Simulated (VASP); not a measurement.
# Ge2As in VASP: a series of runs

Runs on Ge2As. Level: PBE. Tasks: single point.

Program: VASP 6.6.1. These are calculated values, not measurements. Logs are shortened: lines on timing, memory, paths and dates and some standing lists are left out, and cuts for length are marked.

**1. The cell of the first run**

The cell holds a disordered packing, 21 atoms: a = 8.299 Å, b = 7.757 Å, c = 7.835 Å, α = 91.55°, β = 89.55°, γ = 88.32°.

**2. Single point, PBE**

Input file INCAR:

```
SYSTEM = Ge2As
PREC = Accurate ; ENCUT = 410
EDIFF = 1E-6 ; ISMEAR = -1
SIGMA = 0.1861 ; LREAL = Auto
LASPH = .TRUE. ; NELM = 120
ALGO = Normal ; ISIF = 2
LWAVE = .FALSE. ; LCHARG = .FALSE.
GGA = PE ; ISYM = -1
NBANDS = 132 ; GGA_COMPAT = .FALSE.
```

Input file KPOINTS:

```
explicit points
1
Reciprocal
  0.25000000   0.25000000   0.25000000 1
```

Input file POSCAR:

```
Ge2As
1.0
    8.2985660000      0.1181100000      0.0324410000
    0.1181100000      7.7552490000     -0.1054300000
    0.0324410000     -0.1054300000      7.8345330000
As Ge
7 14
Direct
    0.5842681910      0.1247419310      0.7701854466
    0.6856903306      0.1794426340      0.1225475924
    0.4580963850      0.8443336439      0.8486997236
    0.8466509073      0.5777579623      0.4052148124
    0.5870024792      0.5941418474      0.0656912706
    0.9566138165      1.0013872094      0.3985470155
    0.2195449129      0.0522797333      0.0447671349
    0.1528976704      0.5623802500      0.8243537421
    0.6617187225      0.9739413746      0.4549888069
    0.3964520397      0.3323859075      0.0444031757
    0.4249456368      0.5383446382      0.6098363507
    0.4652586256      0.8586973197      0.1632763565
    0.8844041354      0.9582706640      0.9998632365
    0.1715880134      0.2051852911      0.4084063720
    0.2527803550      0.8002347684      0.4196791697
    0.9375179921      0.4566997464      0.1046903285
    0.5400592509      0.3025393382      0.4185364540
    0.1809866449      0.5556020296      0.2524653013
    0.7132759563      0.7243967695      0.7142781537
    0.8738324694      0.1297077965      0.6801822258
    0.2330548586      0.9717942734      0.6597901544
```

Potentials or basis: VASP PAW PBE potentials, release 64 (As, Ge_d).

On the command line:

```
cat potpaw_PBE.64/As/POTCAR potpaw_PBE.64/Ge_d/POTCAR > POTCAR
mpirun -np 1 vasp_std > vasp.out
```

OUTCAR:

```text
SYSTEM = Ge2As
   PREC = Accurate
   ENCUT = 410
   EDIFF = 1E-6
   ISMEAR = -1
   LREAL = Auto
   LASPH = .TRUE.
   NELM = 120
   ISIF = 2
   GGA = PE
   ISYM = -1

 ion  position               nearest neighbor table
   1  0.584  0.125  0.770-  20 2.50   3 2.53   9 2.77   2 2.92
   2  0.686  0.179  0.123-  13 2.51  10 2.73  17 2.74   1 2.92
   3  0.458  0.844  0.849-  12 2.47  19 2.50   1 2.53  21 2.58   5 2.81   7 2.92
   4  0.847  0.578  0.405-  16 2.61  19 2.85
   5  0.587  0.594  0.066-  12 2.37  10 2.61   3 2.81
   6  0.957  0.001  0.399-  14 2.42  20 2.48   9 2.50  15 2.88
   7  0.220  0.052  0.045-  10 2.66  12 2.68   3 2.92  13 2.92
   8  0.153  0.562  0.824-  11 2.80
   9  0.662  0.974  0.455-   6 2.50  17 2.74   1 2.77  20 2.78  19 2.87
  10  0.396  0.332  0.044-   5 2.61   7 2.66   2 2.73  18 2.91
  11  0.425  0.538  0.610-  17 2.50   8 2.80  15 2.90
  12  0.465  0.859  0.163-   5 2.37   3 2.47   7 2.68  15 2.72
  13  0.884  0.958  1.000-   2 2.51  20 2.87   7 2.92
  14  0.172  0.205  0.408-   6 2.42  21 2.75
  15  0.253  0.800  0.420-  21 2.28  18 2.37  12 2.72   6 2.88  11 2.90
  16  0.938  0.457  0.105-  18 2.47   4 2.61
  17  0.540  0.303  0.419-  11 2.50   9 2.74   2 2.74
  18  0.181  0.556  0.252-  15 2.37  16 2.47  10 2.91
  19  0.713  0.724  0.714-   3 2.50   4 2.85   9 2.87
  20  0.874  0.130  0.680-   6 2.48   1 2.50   9 2.78  13 2.87
  21  0.233  0.972  0.660-  15 2.28   3 2.58  14 2.75

IMPORTANT INFORMATION: All symmetrisations will be switched off!
NOSYMM: (Re-)initialisation of all symmetry stuff for point group C_1.

----------------------------------------------------------------------------------------

                                     Primitive cell

  volume of cell :     504.0000

  direct lattice vectors                    reciprocal lattice vectors
     8.298566000  0.118110000  0.032441000     0.120531022 -0.001842772 -0.000523890
     0.118110000  7.755249000 -0.105430000    -0.001842772  0.128996693  0.001743550
     0.032441000 -0.105430000  7.834533000    -0.000523890  0.001743550  0.127665659

  length of vectors
     8.299469865  7.756864863  7.835309517     0.120546247  0.129021636  0.127678639

  position of ions in fractional coordinates (direct lattice)
     0.584268191  0.124741931  0.770185447
     0.685690331  0.179442634  0.122547592
     0.458096385  0.844333644  0.848699724
     0.846650907  0.577757962  0.405214812
     0.587002479  0.594141847  0.065691271
     0.956613817  0.001387209  0.398547016
[... 13 lines left out ...]
     0.873832469  0.129707796  0.680182226
[... 60 lines left out ...]
   NFREE  =      0    steps in history (QN), initial steepest desc. (CG)
   ISIF   =      2    stress and relaxation
   ISYM   =     -1    0-nonsym 1-usesym 2-fastsym
   POTIM  = 0.5000    time-step for ionic-motion
   TEBEG  =    0.0;   TEEND  =   0.0 temperature during run
   PSTRESS=    0.0 pullay stress
   NELECT =     231.0000    total number of electrons
   NUPDOWN=      -1.0000    fix difference up-down
   EMIN   =  10.00;   EMAX   =-10.00  energy-range for DOS
   EFERMI =   0.00;   METHOD = LEGACY
   ISMEAR =    -1;   SIGMA  =   0.19  broadening in eV -4-tet -1-fermi 0-gaus
   EFERMI_NEDOS =   21; number of points for ismear=-14 and -15
   IALGO  =     38    algorithm
   IMIX   =      4    mixing-type and parameters
     AMIX     =   0.40;   BMIX     =  1.00
     AMIX_MAG =   1.60;   BMIX_MAG =  1.00
  volume/ion in A,a.u.               =      24.00       161.96
  Fermi-wavevector in a.u.,A,eV,Ry     =   1.262221  2.385251 21.676817  1.593201
  Thomas-Fermi vector in A             =   2.395640
   LORBIT       =      0    0 simple, 1 ext, 2 COOP (PROOUT), +10 PAW based schemes
   GGA     = PE    functional components
   LHFCALC =     F    Hartree Fock is set to
   AEXX    =    0.0000 exact exchange contribution
   IVDW    =     0    specifies the selected vdW correction
   LEPSILON=     F    determine dielectric tensor
   LRPA    =     F    only Hartree local field effects (RPA)
 non-spin polarized calculation
  energy-cutoff  :      410.00
  volume of cell :      504.00
 maximum number of plane-waves:      9515
 NGX is ok and might be reduce to    54
   NGX = 27   NGY = 25   NGZ = 25

 number of electron     230.9999995 magnetization

 Free energy of the ion-electron system (eV)
  ---------------------------------------------------
  ext. energy  EPLUGINS =         0.00000000
  ---------------------------------------------------
  free energy    TOTEN  =       -85.03913778 eV

  energy without entropy =      -83.66001165  energy(sigma->0) =      -84.34957471

 E-fermi :   4.2239     XC(G=0):  -9.7534

 val. band max:        4.1785583884   @ k =   0.2500   0.2500   0.2500
 cond. band min:       4.3600844839   @ k =   0.2500   0.2500   0.2500
 fundamental gap:      0.1815260954
 Fermi energy:         4.2239067693

 k-point     1 :       0.2500    0.2500    0.2500
  band No.  band energies     occupation
      1     -20.7513      2.00000
      2     -20.6724      2.00000
      3     -20.6662      2.00000
      4     -20.6494      2.00000
      5     -20.6352      2.00000
      6     -20.6215      2.00000
[... 119 lines left out ...]
    126       5.9679      0.00017
    127       6.0441      0.00011
 [bands above 127 left out]

------------------------ aborting loop because EDIFF is reached ----------------------------------------

  FORCE on cell =-STRESS in cart. coord.  units (eV):
  Direction    XX          YY          ZZ          XY          YZ          ZX
  --------------------------------------------------------------------------------------
  -------------------------------------------------------------------------------------
  Total       -0.2754353      1.0721583      4.2726675      0.5633939      7.7616637     -3.3433644
  in kB       -0.8755877      3.4083087     13.5824813      1.7909860     24.6737319    -10.6282984
  external PRESSURE =       5.3717341 kB  Pullay stress =       0.0000000 kB

 VOLUME and BASIS-vectors are now :
 -----------------------------------------------------------------------------
  energy-cutoff  :      410.00
  volume of cell :      504.00
      direct lattice vectors                 reciprocal lattice vectors
     8.298566000  0.118110000  0.032441000     0.120531022 -0.001842772 -0.000523890
     0.118110000  7.755249000 -0.105430000    -0.001842772  0.128996693  0.001743550
     0.032441000 -0.105430000  7.834533000    -0.000523890  0.001743550  0.127665659

 POSITION                                       TOTAL-FORCE (eV/Angst)
 -----------------------------------------------------------------------------------
      4.88831      0.95521      6.03985        -0.459782      0.988083      0.122623
      5.71542      1.45969      0.96343        -0.128873      0.588154      0.080900
      3.92880      6.51264      6.57501        -0.674680     -0.792543     -0.820997
      7.10737      4.53793      3.14122         0.135673      0.062428     -0.149717
      4.94358      4.67012      0.47106         0.881739     -1.069544     -0.635457
      7.95162      0.08173      3.15332        -0.230000     -1.324288     -1.015634
[... 13 lines left out ...]
      7.28894      1.03741      5.34358         0.838651      0.625734      1.286130
      2.07020      7.49447      5.07425        -0.422688      1.584926      1.663398
 -----------------------------------------------------------------------------------
    total drift:                               -0.000638      0.008564      0.006168

  FREE ENERGIE OF THE ION-ELECTRON SYSTEM (eV)
  ---------------------------------------------------
  free  energy   TOTEN  =       -85.0391377805 eV

  energy  without entropy=      -83.6600116459  energy(sigma->0) =      -84.34957471
```

OSZICAR:

```text
N       E                     dE             d eps       ncg     rms          rms(c)
DAV:   1     0.336482033597E+04    0.33648E+04   -0.83551E+04   304   0.360E+03
DAV:   2     0.633039126480E+03   -0.27318E+04   -0.26730E+04   264   0.982E+02
DAV:   3     0.150983510327E+01   -0.63153E+03   -0.60741E+03   280   0.261E+02
DAV:   4    -0.808373544425E+02   -0.82347E+02   -0.78728E+02   312   0.975E+01
DAV:   5    -0.855230414577E+02   -0.46857E+01   -0.45711E+01   296   0.222E+01    0.816E+00
DAV:   6    -0.850929657997E+02    0.43008E+00   -0.25950E+00   312   0.115E+01    0.454E+00
DAV:   7    -0.850364924193E+02    0.56473E-01   -0.78089E-01   312   0.551E+00    0.175E+00
DAV:   8    -0.850358228070E+02    0.66961E-03   -0.19469E-01   320   0.426E+00    0.460E-01
DAV:   9    -0.850381149579E+02   -0.22922E-02   -0.46733E-02   320   0.205E+00    0.249E-01
DAV:  10    -0.850386607830E+02   -0.54583E-03   -0.96041E-03   288   0.125E+00    0.112E-01
DAV:  11    -0.850389803936E+02   -0.31961E-03   -0.29825E-03   304   0.747E-01    0.471E-02
DAV:  12    -0.850390786768E+02   -0.98283E-04   -0.12005E-03   320   0.410E-01    0.244E-02
DAV:  13    -0.850391128234E+02   -0.34147E-04   -0.38032E-04   328   0.239E-01    0.112E-02
DAV:  14    -0.850391296252E+02   -0.16802E-04   -0.16258E-04   288   0.125E-01    0.573E-03
DAV:  15    -0.850391352792E+02   -0.56540E-05   -0.59968E-05   240   0.704E-02    0.346E-03
DAV:  16    -0.850391372631E+02   -0.19839E-05   -0.22408E-05   272   0.351E-02    0.223E-03
DAV:  17    -0.850391377805E+02   -0.51741E-06   -0.64660E-06   256   0.187E-02
   1 F= -.85039138E+02 E0= -.84349575E+02  d E =-.137913E+01
```

Wall time 2.3 min (1 thread of Intel Xeon Platinum 8259CL at 2.50GHz (Skylake/Cascade Lake), shared host); peak memory 0.37 GiB.

What came out:

```
Free energy            : -85.0391 eV
Pressure               : 0.5 GPa
Largest force          : 2.336 eV/Å
Band gap on the k mesh : zero (an odd number of electrons rules out a gap without spin polarisation)
```

Forces on the atoms (eV/Å):
```
As  -0.460  0.988  0.123
As  -0.129  0.588  0.081
As  -0.675 -0.793 -0.821
As   0.136  0.062 -0.150
As   0.882 -1.070 -0.635
As  -0.230 -1.324 -1.016
As  -0.384  0.195  0.591
Ge   0.116 -0.253 -0.160
Ge  -0.864 -0.626 -0.193
Ge  -0.345  0.339 -0.074
Ge  -0.821  0.565  0.545
Ge  -0.400  1.382  1.771
Ge   0.608 -0.464 -0.746
Ge   1.362  1.272 -0.082
Ge   0.607 -0.964 -0.938
Ge  -0.871 -0.319 -0.299
Ge  -0.005 -0.301 -0.347
Ge  -0.041 -1.111 -0.257
Ge   1.098 -0.376 -0.343
Ge   0.839  0.626  1.286
Ge  -0.423  1.585  1.663
```

Stress tensor (GPa, compression positive):
```
-0.09  0.18 -1.06
 0.18  0.34  2.47
-1.06  2.47  1.36
```

Levels at points of the mesh, in eV from the Fermi level:
| k point | band 113 | band 114 | band 115 | band 116 | band 117 | band 118 | band 119 | band 120 |
| --- | --- | --- | --- | --- | --- | --- | --- | --- |
| (0.25, 0.25, 0.25) | -0.55 | -0.28 | -0.12 | -0.05 | 0.14 | 0.34 | 0.50 | 0.68 |

Caveat: the atoms stand as in a frame of molecular dynamics.

**3. Single point, PBE**

Input file INCAR:

```
PREC     = Accurate       # precision mode
ENCUT    = 410            # plane-wave cutoff, eV
EDIFF    = 1E-6           # SCF threshold, eV
ISMEAR   = -1             # smearing method
SIGMA    = 0.1861         # smearing width, eV
LREAL    = Auto         
LASPH    = T              # aspherical terms in the spheres
NELM     = 120            # most SCF steps
ALGO     = Normal         # electronic algorithm
ISIF     = 2              # what is computed and relaxed
LWAVE    = F              # write WAVECAR
LCHARG   = F              # write CHGCAR
GGA      = PE             # functional
NBANDS   = 132            # bands
ISYM     = -1           
GGA_COMPAT= F
```

KPOINTS is that of step 2.

Input file POSCAR:

```
Ge2As
1.0
    8.2985660000      0.1181100000      0.0324410000
    0.1181100000      7.7552490000     -0.1054300000
    0.0324410000     -0.1054300000      7.8345330000
As Ge
7 14
Direct
    0.5758269295      0.1259249364      0.7945571057
    0.6776081172      0.1829478844      0.1299695732
    0.4397917056      0.8384641020      0.8369504586
    0.8013200635      0.5526121794      0.3983397961
    0.5908840350      0.5878007260      0.0610860866
    0.9210086150      0.9988573683      0.4294312235
    0.2078596877      0.0854042492      0.0202079682
    0.1789461334      0.5915840468      0.8127280228
    0.5905226729      0.9955150854      0.4904391888
    0.3776049915      0.3123121176      0.0522447455
    0.4512388463      0.5624282830      0.6476448787
    0.4364276676      0.8817419853      0.1517416427
    0.8587519299      0.9778081577      0.9941281175
    0.1364534787      0.2704797695      0.4406286877
    0.2611006884      0.8014846212      0.3842778065
    0.9206680806      0.4747517901      0.0954420242
    0.5358513340      0.3008976171      0.4455880245
    0.1614091843      0.5168005440      0.2443795956
    0.7269295232      0.7709998491      0.6725927625
    0.8803271879      0.1317643847      0.7132036108
    0.2296673268      1.0038393103      0.6645624112
```

Potentials or basis: VASP PAW PBE potentials, release 64 (As, Ge_d).

On the command line:

```
cat potpaw_PBE.64/As/POTCAR potpaw_PBE.64/Ge_d/POTCAR > POTCAR
mpirun -np 1 vasp_std > vasp.out
```

It took 2.4 min on 1 thread of Intel Xeon Platinum 8259CL at 2.50GHz (Skylake/Cascade Lake), shared host; peak memory 0.38 GiB.

It converged, with:

- Free energy: -84.9153 eV
- Pressure: 1.1 GPa
- Largest force: 2.408 eV/Å
- Band gap on the k mesh: zero (an odd number of electrons rules out a gap without spin polarisation)

Forces on the atoms (eV/Å):
```
As   0.084  1.049  0.310
As  -0.527  0.914  0.834
As  -0.530 -0.889  0.112
As  -0.065 -0.294 -0.284
As   0.457  0.007  0.301
As   0.397 -0.300 -0.776
As  -1.436 -1.378  0.062
Ge   0.086 -0.134 -0.286
Ge   0.011 -0.733 -1.228
Ge   0.779  2.257  0.312
Ge  -0.907 -0.370 -0.306
Ge   1.003  0.374  0.536
Ge   0.719 -1.373 -0.503
Ge   0.203 -0.576  0.857
Ge  -0.740 -0.580  1.033
Ge  -2.055 -0.360 -0.681
Ge  -0.172  1.038 -0.581
Ge   1.490  0.608  0.333
Ge   1.068 -0.473 -0.080
Ge   0.554  0.752  0.346
Ge  -0.421  0.461 -0.313
```

Stress tensor (GPa, compression positive):
```
 0.17  0.49 -1.24
 0.49  0.46  0.63
-1.24  0.63  2.58
```

Levels at points of the mesh, in eV from the Fermi level:
```
           k point  band 113  band 114  band 115  band 116  band 117  band 118  band 119  band 120
(0.25, 0.25, 0.25)     -0.47     -0.31     -0.15     -0.01      0.20      0.32      0.39      0.57
```

Caveat: the atoms stand as in a frame of molecular dynamics.

(Continued in part 2 of 2.)

The gap in the log of VASP goes by the Fermi energy; the results here count the filled bands.